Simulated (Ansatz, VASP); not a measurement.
Na2Al2O: VASP beside Ansatz

```xyz
5
Lattice="-1.7631 1.7631 8.7825 1.7631 -1.7631 8.7825 1.7631 1.7631 -8.7825" Properties=species:S:1:pos:R:3 pbc="T T T"
Na    0.0000    0.0000   10.0000
Na    0.0000    0.0000    7.5649
Al    1.7631    0.0000    4.3912
Al    0.0000    1.7631    4.3912
O     0.0000    0.0000    0.0000
```

Change from the starting cell: species swapped into the GdNi2P2 type (I4/mmm, No. 139).

Alike in both runs: functional PBE; k mesh 6 × 6 × 6; occupations gaussian, width 0.1 eV; no spin polarisation.

Ansatz relaxed the structure, and its values are those at the end. VASP's run is a single point on that final structure, the one shown.

|  | VASP | Ansatz |
| --- | --- | --- |
| version | VASP 6.6.1 | Ansatz 0.2.0 |
| potentials or method | VASP PAW PBE potentials, release 64 (Na_pv, Al, O), cutoff 520 eV | scalar-relativistic, plane waves, PAW |
| valence electrons in the cell | 26 | 30 |

|  | VASP | Ansatz | Ansatz less VASP |
| --- | --- | --- | --- |
| gap on the k mesh at the Fermi level (eV) | none | none | - |
| pressure (GPa) | 0.0 | 0.0 | +0.03 |

A gap of «none» marks a metal or a gap that the smearing closes. VASP's potentials hold 26 valence electrons a cell and Ansatz's 30, so a difference there can come from the potentials and not from the codes.

The k mesh is coarse, so the values compare programs but aren't converged.
